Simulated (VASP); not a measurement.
Runs of VASP 6.6.1 on Ga3Se. The structure is that of space group Pm-3m (No. 221), or close to it. The cells are those of the table. 

```csv
task,level,cell,k mesh,k mesh for the DOS,occupations for the DOS,gap on the mesh (eV),pressure (GPa)
single point,r2SCAN,"a = 4.368 Å, 4 atoms",6 × 6 × 6,-,-,none,0.0
single point,PBE,"a = 4.411 Å, 4 atoms",6 × 6 × 6,-,-,none,0.1
single point,PBE,"a = 4.255, b = 4.255, c = 4.432 Å, 4 atoms",5 × 5 × 5,-,-,none,3.6
single point,r2SCAN,"a = 4.491 Å, 4 atoms",6 × 6 × 6,-,-,none,(a)
```

Alike in all rows: potentials or basis VASP PAW PBE potentials, release 64 (Se, Ga_d); no spin polarisation; cutoff (eV) 520; smearing fermi-dirac 0.05 eV.

**Question.** Fill in the values left out.

**Answer.** (a) -2.8.

Caveats: the PAW data sets were made with another functional, which shifts forces and pressure a little (some runs).

A k mesh can miss the band edges, and the runs leave out spin-orbit coupling on Ga, Se.

A gap of «none» marks levels without a gap at the run's occupations.
